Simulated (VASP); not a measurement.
# CdSe (rocksalt type) (Fm-3m) in VASP: notebook, part 2 of 2

VASP 6.6.1.

**4. Single point, PBE (volume scaled by 0.86, to set the pressure)**

INCAR reads:

```
SYSTEM = CdSe
PREC     = Accurate       ! precision mode
ENCUT    = 500            ! plane-wave cutoff, eV
EDIFF    = 1E-6           ! SCF threshold, eV
ISMEAR   = -1             ! smearing method
SIGMA    = 0.08           ! smearing width, eV
LREAL    = .FALSE.        ! projectors in reciprocal space
LASPH    = .TRUE.         ! aspherical terms in the spheres
NELM     = 120            ! most SCF steps
ALGO     = Normal         ! electronic algorithm
ISIF     = 2              ! what is computed and relaxed
LWAVE    = .FALSE.        ! write WAVECAR
LCHARG   = .FALSE.        ! write CHGCAR
GGA      = PE             ! functional
NBANDS   = 16             ! bands
GGA_COMPAT= .FALSE.
```

KPOINTS reads:

```
regular mesh
0
G
  13 13 13
  0 0 0
```

POSCAR reads:

```
CdSe
1.0
    0.0000000000      2.7286112986      2.7286112986
    2.7286112986      0.0000000000      2.7286112986
    2.7286112986      2.7286112986      0.0000000000
Cd Se
1 1
Direct
    0.0000000000      0.0000000000      0.0000000000
    0.5000000000      0.5000000000      0.5000000000
```

Potentials or basis: VASP PAW PBE potentials, release 64 (Cd, Se).

Launch:

```
> cat potpaw_PBE.64/Cd/POTCAR potpaw_PBE.64/Se/POTCAR > POTCAR
> mpirun -np 1 vasp_std > vasp.out
```

OUTCAR:

```text
SYSTEM = CdSe
   PREC = Accurate
   ENCUT = 500
   EDIFF = 1E-6
   ISMEAR = -1
   LREAL = .FALSE.
   LASPH = .TRUE.
   NELM = 120
   ISIF = 2
   GGA = PE

 ion  position               nearest neighbor table
   1  0.000  0.000  0.000-   2 2.73   2 2.73   2 2.73   2 2.73   2 2.73   2 2.73
   2  0.500  0.500  0.500-   1 2.73   1 2.73   1 2.73   1 2.73   1 2.73   1 2.73

  LATTYP: Found a face centered cubic cell.
 ALAT       =     5.4572225972

  Lattice vectors:

 A1 = (   0.0000000000,   2.7286112986,   2.7286112986)
 A2 = (   2.7286112986,   0.0000000000,   2.7286112986)
 A3 = (   2.7286112986,   2.7286112986,   0.0000000000)

Analysis of symmetry for initial positions (statically):
=====================================================================
 Subroutine PRICEL returns:
 Original cell was already a primitive cell.

 Routine SETGRP: Setting up the symmetry group for a
 face centered cubic supercell.

 Subroutine GETGRP returns: Found 48 space group operations
 (whereof 48 operations were pure point group operations)
 out of a pool of 48 trial point group operations.

The static configuration has the point symmetry O_h .
[... 159 lines left out ...]

 E-fermi :   3.8628     XC(G=0): -10.7650

 val. band max:        3.7757865345   @ k =  -0.2308   0.1538   0.0000
 cond. band min:       3.9231828750   @ k =   0.4615   0.3846   0.0000
 fundamental gap:      0.1473963405
 Fermi energy:         3.8628147005

 k-point     1 :       0.0000    0.0000    0.0000
  band No.  band energies     occupation
      1     -10.2013      2.00000
      2      -4.5353      2.00000
      3      -4.5353      2.00000
      4      -4.5150      2.00000
      5      -4.5150      2.00000
      6      -4.5150      2.00000
[... 433 lines left out ...]
      3      -4.7595      2.00000
      4      -4.6917      2.00000
      5      -4.3108      2.00000
      6      -4.2894      2.00000
[... 8 lines left out ...]
     15      17.2332      0.00000
     16      17.5139      0.00000

 [... further k-points ...]

------------------------ aborting loop because EDIFF is reached ----------------------------------------

  FORCE on cell =-STRESS in cart. coord.  units (eV):
  Direction    XX          YY          ZZ          XY          YZ          ZX
  --------------------------------------------------------------------------------------
  -------------------------------------------------------------------------------------
  Total        3.4574597      3.4574597      3.4574597     -0.0000000     -0.0000000      0.0000000
  in kB      136.3366745    136.3366745    136.3366745     -0.0000000     -0.0000000      0.0000000
  external PRESSURE =     136.3366745 kB  Pullay stress =       0.0000000 kB

 VOLUME and BASIS-vectors are now :
 -----------------------------------------------------------------------------
  energy-cutoff  :      500.00
  volume of cell :       40.63
      direct lattice vectors                 reciprocal lattice vectors
     0.000000000  2.728611299  2.728611299    -0.183243396  0.183243396  0.183243396
     2.728611299  0.000000000  2.728611299     0.183243396 -0.183243396  0.183243396
     2.728611299  2.728611299  0.000000000     0.183243396  0.183243396 -0.183243396

 POSITION                                       TOTAL-FORCE (eV/Angst)
 -----------------------------------------------------------------------------------
      0.00000      0.00000      0.00000         0.000000     -0.000000     -0.000000
      2.72861      2.72861      2.72861        -0.000000      0.000000      0.000000
 -----------------------------------------------------------------------------------
    total drift:                               -0.000000      0.000000      0.000000

  FREE ENERGIE OF THE ION-ELECTRON SYSTEM (eV)
  ---------------------------------------------------
  free  energy   TOTEN  =        -4.9580755987 eV

  energy  without entropy=       -4.9502614541  energy(sigma->0) =       -4.95416853
```

OSZICAR:

```text
N       E                     dE             d eps       ncg     rms          rms(c)
DAV:   1     0.104946805711E+03    0.10495E+03   -0.91249E+03  2800   0.103E+03
DAV:   2    -0.200359049337E+01   -0.10695E+03   -0.10045E+03  3320   0.253E+02
DAV:   3    -0.534625663717E+01   -0.33427E+01   -0.33379E+01  3168   0.466E+01
DAV:   4    -0.535525261253E+01   -0.89960E-02   -0.89956E-02  3400   0.241E+00
DAV:   5    -0.535528736970E+01   -0.34757E-04   -0.34757E-04  3216   0.133E-01    0.768E+00
DAV:   6    -0.498553582927E+01    0.36975E+00   -0.52542E-01  3608   0.997E+00    0.611E+00
DAV:   7    -0.495825155361E+01    0.27284E-01   -0.14706E-01  3208   0.278E+00    0.261E+00
DAV:   8    -0.495819678998E+01    0.54764E-04   -0.17413E-02  3024   0.169E+00    0.290E-01
DAV:   9    -0.495807377239E+01    0.12302E-03   -0.16536E-03  3344   0.595E-01    0.420E-02
DAV:  10    -0.495806509382E+01    0.86786E-05   -0.18340E-04  3352   0.193E-01    0.297E-02
DAV:  11    -0.495807587132E+01   -0.10778E-04   -0.25052E-05  2976   0.459E-02    0.898E-03
DAV:  12    -0.495807559869E+01    0.27263E-06   -0.25782E-06  3176   0.237E-02
   1 F= -.49580756E+01 E0= -.49541685E+01  d E =-.781414E-02
```

Run time: 24 s. Hardware: 1 thread of Intel Xeon Platinum 8488C (Sapphire Rapids), shared host; peak memory 0.19 GiB.

Results:

```yaml
Free_energy: -4.9581 eV
Pressure: 13.6 GPa
Band_gap_on_the_k_mesh: zero (band 9 reaches 3.78 eV, above the bottom of band 10 at 3.35 eV)
```

Caveat: the cell differs from its parent crystal (volume scaled by 0.86, to set the pressure).

**5. Single point, PBE**

This run uses another cell than the first one, of 23.62 Å³/atom, 1.163 times its volume.

INCAR reads:

```
SYSTEM = CdSe
ALGO = Normal ; EDIFF = 1E-6
ENCUT = 500 ; GGA = PE
GGA_COMPAT = .FALSE. ; ISIF = 2
ISMEAR = -1 ; LASPH = .TRUE.
LCHARG = .TRUE. ; LELF = .TRUE.
LREAL = .FALSE. ; LVHAR = .TRUE.
LWAVE = .FALSE. ; NBANDS = 16
NELM = 120 ; PREC = Accurate
SIGMA = 0.08
```

KPOINTS reads:

```
k-points
0
G
  13 13 13
  0 0 0
```

POSCAR reads:

```
CdSe
1.0
    0.0000000000      2.8692971219      2.8692971219
    2.8692971219      0.0000000000      2.8692971219
    2.8692971219      2.8692971219      0.0000000000
Cd Se
1 1
Direct
    0.0000000000      0.0000000000      0.0000000000
    0.5000000000      0.5000000000      0.5000000000
```

Potentials or basis: VASP PAW PBE potentials, release 64 (Cd, Se).

Launch:

```
> cat potpaw_PBE.64/Cd/POTCAR potpaw_PBE.64/Se/POTCAR > POTCAR
> mpirun -np 1 vasp_std > vasp.out
```

OUTCAR:

```text
SYSTEM = CdSe
   EDIFF = 1E-6
   ENCUT = 500
   GGA = PE
   ISIF = 2
   ISMEAR = -1
   LASPH = .TRUE.
   LREAL = .FALSE.
   NELM = 120
   PREC = Accurate

 ion  position               nearest neighbor table
   1  0.000  0.000  0.000-   2 2.87   2 2.87   2 2.87   2 2.87   2 2.87   2 2.87
   2  0.500  0.500  0.500-   1 2.87   1 2.87   1 2.87   1 2.87   1 2.87   1 2.87

  LATTYP: Found a face centered cubic cell.
 ALAT       =     5.7385942438

  Lattice vectors:

[... 644 lines left out ...]

  FORCE on cell =-STRESS in cart. coord.  units (eV):
  Direction    XX          YY          ZZ          XY          YZ          ZX
  --------------------------------------------------------------------------------------
  -------------------------------------------------------------------------------------
  Total        0.0855970      0.0855970      0.0855970      0.0000000      0.0000000     -0.0000000
  in kB        2.9027689      2.9027689      2.9027689      0.0000000      0.0000000     -0.0000000
  external PRESSURE =       2.9027689 kB  Pullay stress =       0.0000000 kB

 VOLUME and BASIS-vectors are now :
 -----------------------------------------------------------------------------
  energy-cutoff  :      500.00
  volume of cell :       47.25
      direct lattice vectors                 reciprocal lattice vectors
     0.000000000  2.869297122  2.869297122    -0.174258705  0.174258705  0.174258705
     2.869297122  0.000000000  2.869297122     0.174258705 -0.174258705  0.174258705
     2.869297122  2.869297122  0.000000000     0.174258705  0.174258705 -0.174258705

 POSITION                                       TOTAL-FORCE (eV/Angst)
 -----------------------------------------------------------------------------------
      0.00000      0.00000      0.00000        -0.000000      0.000000      0.000000
      2.86930      2.86930      2.86930         0.000000     -0.000000     -0.000000
 -----------------------------------------------------------------------------------
    total drift:                               -0.000000      0.000000      0.000000

  FREE ENERGIE OF THE ION-ELECTRON SYSTEM (eV)
  ---------------------------------------------------
  free  energy   TOTEN  =        -5.2080507339 eV

  energy  without entropy=       -5.1997483004  energy(sigma->0) =       -5.20389952
```

OSZICAR:

```text
N       E                     dE             d eps       ncg     rms          rms(c)
DAV:   1     0.104322893334E+03    0.10432E+03   -0.88727E+03  2768   0.100E+03
DAV:   2    -0.208064480868E+01   -0.10640E+03   -0.10003E+03  3288   0.248E+02
DAV:   3    -0.562285419481E+01   -0.35422E+01   -0.35358E+01  3208   0.471E+01
DAV:   4    -0.563354635192E+01   -0.10692E-01   -0.10692E-01  3352   0.260E+00
DAV:   5    -0.563359321699E+01   -0.46865E-04   -0.46865E-04  3288   0.153E-01    0.536E+00
DAV:   6    -0.523274716158E+01    0.40085E+00   -0.60269E-01  3512   0.897E+00    0.456E+00
DAV:   7    -0.520854706677E+01    0.24200E-01   -0.11925E-01  3136   0.243E+00    0.213E+00
DAV:   8    -0.520808097488E+01    0.46609E-03   -0.12253E-02  3152   0.132E+00    0.240E-01
DAV:   9    -0.520803390909E+01    0.47066E-04   -0.12962E-03  3320   0.441E-01    0.429E-02
DAV:  10    -0.520803868836E+01   -0.47793E-05   -0.16597E-04  3344   0.161E-01    0.364E-02
DAV:  11    -0.520805066774E+01   -0.11979E-04   -0.29571E-05  3192   0.467E-02    0.160E-02
DAV:  12    -0.520805073388E+01   -0.66137E-07   -0.11248E-06  2312   0.103E-02
   1 F= -.52080507E+01 E0= -.52038995E+01  d E =-.830243E-02
```

It took 34 s on 1 thread of Intel Xeon Platinum 8488C (Sapphire Rapids), shared host; peak memory 0.21 GiB.

Results:

| Item | Value |
| --- | --- |
| Free energy | -5.2081 eV |
| Pressure | 0.3 GPa |
| Band gap on the k mesh | zero (band 9 reaches 2.30 eV, above the bottom of band 10 at 1.94 eV) |

**6. The runs side by side**

| cell | cutoff (eV) | gap on the mesh (eV) | pressure (GPa) |
| --- | --- | --- | --- |
| a = 3.858 Å, angles 60.0°, 2 atoms | 520 | none | 13.7 |
| a = 3.859 Å, angles 60.0°, 2 atoms | 500 | none | 13.6 |
| a = 4.058 Å, angles 60.0°, 2 atoms | 500 | none | 0.3 |

Alike in all rows: task single point; level PBE; potentials or basis VASP PAW PBE potentials, release 64 (Cd, Se); no spin polarisation; k mesh 13 × 13 × 13; smearing fermi-dirac 0.08 eV.

Absolute energies hang on the potentials; compare differences alone.
